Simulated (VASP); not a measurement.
# Mg (P6_3/mmc) in VASP: density of states with PBE

Aim: the density of states of Mg with PBE.

Everything below comes from runs of VASP 6.6.1. Logs are shortened: lines on timing, memory, paths and dates and some standing lists are left out, and cuts for length are marked.

## Step 1: The cell of the first run

Symmetry: P6_3/mmc, No. 194, hexagonal system. The conventional cell has a = 2.350 Å, b = 2.350 Å, c = 7.690 Å, α = 90.00°, β = 90.00°, γ = 120.00°. Within 3.1 Å of Mg (site symmetry -3m) lie 12 Mg at 2.35 Å. Within 3.1 Å of Mg (site symmetry -6m2) lie 12 Mg at 2.35 Å.

## Step 2: Density of states, PBE (volume scaled by 0.4)

Input file POSCAR:

```
Mg
1.0
    2.3500823002      0.0000000000      0.0000000000
   -1.1750411501      2.0352309730      0.0000000000
    0.0000000000      0.0000000000      7.6901475708
Mg
4
Direct
    0.0000000000      0.0000000000      0.0000000000
    0.0000000000      0.0000000000      0.5000000000
    0.3333333333      0.6666666667      0.2500000000
    0.6666666667      0.3333333333      0.7500000000
```

Input file INCAR.step1:

```
PREC = Accurate
ENCUT = 520
EDIFF = 1E-6
ISMEAR = -1
SIGMA = 0.08
LREAL = F
LASPH = T
NELM = 60
ALGO = Normal
ISIF = 2
LWAVE = F
LCHARG = T
GGA = PE
NBANDS = 12
```

Input file KPOINTS.step1:

```
regular mesh
0
Gamma
  11 11 3
```

Input file INCAR.step2:

```
PREC = Accurate
ENCUT = 520
EDIFF = 1E-6
ISMEAR = -5
SIGMA = 0.08
LREAL = F
LASPH = T
NELM = 60
ALGO = Normal
ISIF = 2
LWAVE = F
LCHARG = F
GGA = PE
LORBIT = 10
NEDOS = 1001
ICHARG = 11
```

Input file KPOINTS.step2:

```
regular mesh
0
Gamma
  17 17 5
```

Potentials or basis: VASP PAW PBE potentials, release 64 (Mg).

Run with:

```sh
$ cat potpaw_PBE.64/Mg/POTCAR > POTCAR
$ cp INCAR.step1 INCAR
$ cp KPOINTS.step1 KPOINTS
$ mpirun -np 1 vasp_std > vasp.out
$ cp INCAR.step2 INCAR
$ cp KPOINTS.step2 KPOINTS
$ mpirun -np 1 vasp_std > vasp.out
```

OUTCAR:

```text
PREC = Accurate
   ENCUT = 520
   EDIFF = 1E-6
   ISMEAR = -5
   LREAL = F
   LASPH = T
   NELM = 60
   ISIF = 2
   GGA = PE
   LORBIT = 10
   ICHARG = 11

 ion  position               nearest neighbor table
   1  0.000  0.000  0.000-   3 2.35   4 2.35   4 2.35   3 2.35   4 2.35   3 2.35   3 3.33   4 3.33
                             3 3.33   4 3.33   3 3.33   4 3.33
   2  0.000  0.000  0.500-   3 2.35   4 2.35   4 2.35   3 2.35   4 2.35   3 2.35   3 3.33   4 3.33
                             3 3.33   4 3.33   3 3.33   4 3.33
   3  0.333  0.667  0.250-   1 2.35   2 2.35   1 2.35   2 2.35   1 2.35   2 2.35   1 3.33   2 3.33
                             1 3.33   2 3.33   1 3.33   2 3.33
   4  0.667  0.333  0.750-   1 2.35   2 2.35   1 2.35   2 2.35   1 2.35   2 2.35   1 3.33   2 3.33
                             1 3.33   2 3.33   1 3.33   2 3.33

  LATTYP: Found a hexagonal cell.
 ALAT       =     2.3500823002
 C/A-ratio  =     3.2722886216

  Lattice vectors:

 A1 = (   2.3500823002,   0.0000000000,   0.0000000000)
 A2 = (  -1.1750411501,   2.0352309730,   0.0000000000)
 A3 = (   0.0000000000,   0.0000000000,   7.6901475708)

Analysis of symmetry for initial positions (statically):
=====================================================================
 Subroutine PRICEL returns:
 Original cell was already a primitive cell.

 Routine SETGRP: Setting up the symmetry group for a
 hexagonal supercell.

 Subroutine GETGRP returns: Found 24 space group operations
 (whereof 12 operations were pure point group operations)
 out of a pool of 24 trial point group operations.

The static configuration has the point symmetry D_3d.
 The point group associated with its full space group is D_6h.

Analysis of symmetry for dynamics (positions and initial velocities):
=====================================================================
 Subroutine PRICEL returns:
 Original cell was already a primitive cell.

 Routine SETGRP: Setting up the symmetry group for a
 hexagonal supercell.

 Subroutine GETGRP returns: Found 24 space group operations
 (whereof 12 operations were pure point group operations)
 out of a pool of 24 trial point group operations.

The dynamic configuration has the point symmetry D_3d.
 The point group associated with its full space group is D_6h.

 Subroutine INISYM returns: Found 24 space group operations
 (whereof 12 operations are pure point group operations),
 and found     1 'primitive' translations

----------------------------------------------------------------------------------------

                                     Primitive cell

  volume of cell :      36.7817

  direct lattice vectors                    reciprocal lattice vectors
     2.350082300  0.000000000  0.000000000     0.425517013  0.245672362  0.000000000
    -1.175041150  2.035230973  0.000000000     0.000000000  0.491344724  0.000000000
     0.000000000  0.000000000  7.690147571     0.000000000  0.000000000  0.130036516

  length of vectors
     2.350082300  2.350082300  7.690147571     0.491344724  0.491344724  0.130036516

  position of ions in fractional coordinates (direct lattice)
     0.000000000  0.000000000  0.000000000
     0.000000000  0.000000000  0.500000000
     0.333333333  0.666666667  0.250000000
     0.666666667  0.333333333  0.750000000

  ion indices of the primitive-cell ions
   primitive index   ion index
                 1           1
                 2           2
                 3           3
                 4           4

----------------------------------------------------------------------------------------

 KPOINTS: regular mesh

Automatic generation of k-mesh.
 Grid dimensions read from file:
 generate k-points for:   17   17    5

 Generating k-lattice:

  Cartesian coordinates                     Fractional coordinates (reciprocal lattice)
     0.025030413  0.014451315  0.000000000     0.058823529  0.000000000  0.000000000
     0.000000000  0.028902631  0.000000000     0.000000000  0.058823529  0.000000000
     0.000000000  0.000000000  0.026007303     0.000000000  0.000000000  0.200000000

  Length of vectors
     0.028902631  0.028902631  0.026007303

  Shift w.r.t. Gamma in fractional coordinates (k-lattice)
     0.000000000  0.000000000  0.000000000

 TETIRR: Found   1343 inequivalent tetrahedra from     8670

 Subroutine IBZKPT returns following result:
 ===========================================

 Found     99 irreducible k-points:

 Following reciprocal coordinates:
            Coordinates               Weight
  0.000000  0.000000  0.000000      1.000000
  0.058824  0.000000  0.000000      6.000000
  0.117647 -0.000000  0.000000      6.000000
  0.176471  0.000000  0.000000      6.000000
  0.235294 -0.000000  0.000000      6.000000
  0.294118 -0.000000  0.000000      6.000000
[... 16 lines left out ...]
  0.411765  0.117647  0.000000     12.000000
  0.176471  0.176471  0.000000      6.000000
 [... further k-points ...]
   k-points           NKPTS =     99   k-points in BZ     NKDIM =     99   number of bands    NBANDS=      8
   number of dos      NEDOS =   1001   number of ions     NIONS =      4
   total plane-waves  NPLWV =  19440
   dimension x,y,z NGX =    18 NGY =   18 NGZ =   60
   dimension x,y,z NGXF=    36 NGYF=   36 NGZF=  120
   ions per type =               4
   NGX,Y,Z   is equivalent  to a cutoff of  12.73, 12.73, 12.97 a.u.
   NGXF,Y,Z  is equivalent  to a cutoff of  25.47, 25.47, 25.94 a.u.
 SYSTEM =  unknown system
   PREC   = accura    normal or accurate (medium, high low for compatibility)
   ISTART =      0    job   : 0-new  1-cont  2-samecut
   ICHARG =     11    charge: 1-file 2-atom 10-const
   ISPIN  =      1    spin polarized calculation?
   LNONCOLLINEAR =      F non collinear calculations
   LSORBIT =      F    spin-orbit coupling
   LASPH  =      T    aspherical Exc in radial PAW
   ENCUT  =  520.0 eV  38.22 Ry    6.18 a.u.   4.37  4.37 14.30*2*pi/ulx,y,z
   NELM   =     60;   NELMIN=  2; NELMDL=  0     # of ELM steps
   EDIFF  = 0.1E-05   stopping-criterion for ELM
   LREAL  =      F    real-space projection
   EDIFFG = 0.1E-04   stopping-criterion for IOM
   NSW    =      0    number of steps for IOM
   IBRION =     -1    ionic relax: 0-MD 1-quasi-New 2-CG
   NFREE  =      0    steps in history (QN), initial steepest desc. (CG)
   ISIF   =      2    stress and relaxation
   ISYM   =      2    0-nonsym 1-usesym 2-fastsym
   POTIM  = 0.5000    time-step for ionic-motion
   TEBEG  =    0.0;   TEEND  =   0.0 temperature during run
   PSTRESS=    0.0 pullay stress
   NELECT =       8.0000    total number of electrons
   NUPDOWN=      -1.0000    fix difference up-down
   EMIN   =  10.00;   EMAX   =-10.00  energy-range for DOS
   EFERMI =   0.00;   METHOD = LEGACY
   ISMEAR =    -5;   SIGMA  =   0.08  broadening in eV -4-tet -1-fermi 0-gaus
   EFERMI_NEDOS =   21; number of points for ismear=-14 and -15
   IALGO  =     38    algorithm
   IMIX   =      4    mixing-type and parameters
     AMIX     =   0.40;   BMIX     =  1.00
     AMIX_MAG =   1.60;   BMIX_MAG =  1.00
  volume/ion in A,a.u.               =       9.20        62.05
  Fermi-wavevector in a.u.,A,eV,Ry     =   0.984527  1.860486 13.188040  0.969294
  Thomas-Fermi vector in A             =   2.115766
   LORBIT       =     10    0 simple, 1 ext, 2 COOP (PROOUT), +10 PAW based schemes
   GGA     = PE    functional components
   LHFCALC =     F    Hartree Fock is set to
   AEXX    =    0.0000 exact exchange contribution
   IVDW    =     0    specifies the selected vdW correction
   LEPSILON=     F    determine dielectric tensor
   LRPA    =     F    only Hartree local field effects (RPA)
 non-spin polarized calculation
 Fermi weights with tetrahedron method with Bloechl corrections
  energy-cutoff  :      520.00
  volume of cell :       36.78
 maximum number of plane-waves:      1019
 NGX is ok and might be reduce to    18

 number of electron       8.0000000 magnetization

 Free energy of the ion-electron system (eV)
  ---------------------------------------------------
  ext. energy  EPLUGINS =         0.00000000
  ---------------------------------------------------
  free energy    TOTEN  =         9.79147084 eV

  energy without entropy =        9.79147084  energy(sigma->0) =        9.79147084

 E-fermi :   9.9463     XC(G=0): -11.8941

 val. band max:       10.0783645338   @ k =   0.2353   0.1765   0.0000
 cond. band min:       9.7832744983   @ k =   0.4118   0.1765   0.0000
 fundamental gap:     -0.2950900355
 Fermi energy:         9.9462966085

 k-point     1 :       0.0000    0.0000    0.0000
  band No.  band energies     occupation
      1      -1.8524      2.00000
      2       0.6783      2.00000
      3       0.6856      2.00000
      4       6.7274      2.00000
      5       8.5171      2.00000
      6      17.8788      0.00000
      7      17.9279      0.00000
      8      27.0518      0.00000

 k-point     2 :       0.0588    0.0000    0.0000
  band No.  band energies     occupation
      1      -1.7231      2.00000
      2       0.7990      2.00000
      3       0.8063      2.00000
      4       6.8154      2.00000
      5       8.6346      2.03538
      6      17.9277      0.00000
      7      17.9927      0.00000
      8      25.3010      0.00000

 k-point     3 :       0.1176   -0.0000    0.0000
  band No.  band energies     occupation
      1      -1.3378      2.00000
      2       1.1587      2.00000
      3       1.1661      2.00000
      4       7.0802      2.00000
      5       8.9792      2.22349
      6      18.0360      0.00000
      7      18.1683      0.00000
      8      22.5767      0.00000

 k-point     4 :       0.1765    0.0000    0.0000
  band No.  band energies     occupation
      1      -0.7044      2.00000
      2       1.7506      2.00000
      3       1.7581      2.00000
      4       7.5248      2.00000
      5       9.5250      1.51823
      6      17.9670      0.00000
      7      18.3504      0.00000
      8      20.0022      0.00000

 k-point     5 :       0.2353   -0.0000    0.0000
  band No.  band energies     occupation
      1       0.1648      2.00000
      2       2.5638      2.00000
      3       2.5716      2.00000
      4       8.1533      2.00000
      5      10.2155      0.03080
      6      16.7281      0.00000
      7      17.8193      0.00000
      8      17.9656      0.00000

 k-point     6 :       0.2941   -0.0000    0.0000
  band No.  band energies     occupation
      1       1.2535      2.00000
      2       3.5840      2.00000
      3       3.5925      2.00000
      4       8.9689      2.00009
      5      10.8919      0.00000
      6      14.6924      0.00000
      7      15.8745      0.00000
      8      15.8946      0.00000

 k-point     7 :       0.3529    0.0000    0.0000
  band No.  band energies     occupation
      1       2.5424      2.00000
      2       4.7918      2.00000
      3       4.8028      2.00000
      4       9.9636      1.74225
      5      10.8523      0.00000
      6      13.1783      0.00000
      7      13.7680      0.00000
      8      14.1114      0.00000
[... 133 lines left out ...]
 k-point    20 :       0.2353    0.1176    0.0000
  band No.  band energies     occupation
      1       1.6092      2.00000
      2       3.9179      2.00000
      3       3.9266      2.00000
      4       9.2472      2.03080
      5      11.1315      0.00000
      6      14.7395      0.00000
      7      15.7671      0.00000
      8      15.9582      0.00000

 k-point    21 :       0.2941    0.1176    0.0000
  band No.  band energies     occupation
      1       2.8849      2.00000
      2       5.1135      2.00000
      3       5.1252      2.00000
      4      10.2495      0.74952
      5      11.0952      0.00000
      6      13.3963      0.00000
      7      13.8773      0.00000
      8      13.9246      0.00000

 k-point    22 :       0.3529    0.1176    0.0000
  band No.  band energies     occupation
      1       4.3324      2.00000
      2       6.4470      2.00000
      3       6.4789      2.00000
      4       9.7052      1.80624
      5      11.2149     -0.04663
      6      11.7595      0.00000
      7      12.2456      0.00000
      8      13.8087      0.00000

 k-point    23 :       0.4118    0.1176    0.0000
  band No.  band energies     occupation
      1       5.8955      2.00000
      2       7.3310      2.00000
      3       7.8550      2.00000
      4       8.5688      2.00000
      5      10.0005      0.71965
      6      10.1464      0.03979
      7      13.0251      0.00000
      8      14.2902      0.00000

 k-point    24 :       0.1765    0.1765    0.0000
  band No.  band energies     occupation
      1       1.4908      2.00000
      2       3.8070      2.00000
      3       3.8156      2.00000
      4       9.1576      2.02314
      5      11.1131      0.00000
      6      15.2607      0.00000
      7      16.5798      0.00000
      8      16.6379      0.00000

 [... further k-points ...]
[... 5 lines left out ...]
  --------------------------------------------------------------------------------------
  -------------------------------------------------------------------------------------
  Total       44.8971508     44.8971508     44.7359909      0.0000000      0.0000000      0.0000000
  in kB     1955.6805428   1955.6805429   1948.6605573      0.0000000      0.0000000      0.0000000
  external PRESSURE =    1953.3405477 kB  Pullay stress =       0.0000000 kB

 VOLUME and BASIS-vectors are now :
 -----------------------------------------------------------------------------
  energy-cutoff  :      520.00
  volume of cell :       36.78
      direct lattice vectors                 reciprocal lattice vectors
     2.350082300  0.000000000  0.000000000     0.425517013  0.245672362  0.000000000
    -1.175041150  2.035230973  0.000000000     0.000000000  0.491344724  0.000000000
     0.000000000  0.000000000  7.690147571     0.000000000  0.000000000  0.130036516

 POSITION                                       TOTAL-FORCE (eV/Angst)
 -----------------------------------------------------------------------------------
      0.00000      0.00000      0.00000        -0.000000      0.000000     -0.000000
      0.00000      0.00000      3.84507        -0.000000      0.000000     -0.000000
     -0.00000      1.35682      1.92254         0.000000     -0.000000     -0.000000
      1.17504      0.67841      5.76761        -0.000000      0.000000      0.000000
 -----------------------------------------------------------------------------------
    total drift:                               -0.000000      0.000000     -0.000000

  FREE ENERGIE OF THE ION-ELECTRON SYSTEM (eV)
  ---------------------------------------------------
  free  energy   TOTEN  =         9.7914708367 eV

  energy  without entropy=        9.7914708367  energy(sigma->0) =        9.79147084

 total charge

# of ion       s       p       d       tot
------------------------------------------
    1        0.362   0.436   0.081   0.878
    2        0.362   0.436   0.081   0.878
    3        0.366   0.426   0.086   0.879
    4        0.366   0.426   0.086   0.879
--------------------------------------------------
tot          1.455   1.724   0.334   3.513
```

It took 14 s on 1 thread of Intel Xeon 6975P-C (Granite Rapids), shared host; peak memory 0.15 GiB.

Results:

```
Valence electrons inside the program's atomic spheres : Mg 0.88
```

Levels at points of the mesh, in eV from the Fermi level:
```tsv
k point	band 1	band 2	band 3	band 4	band 5	band 6	band 7	band 8
(0.00, 0.00, 0.00)	-11.80	-9.27	-9.26	-3.22	-1.43	7.93	7.98	17.11
```

Caveat: tetrahedron occupations give inexact forces and stress in metals.
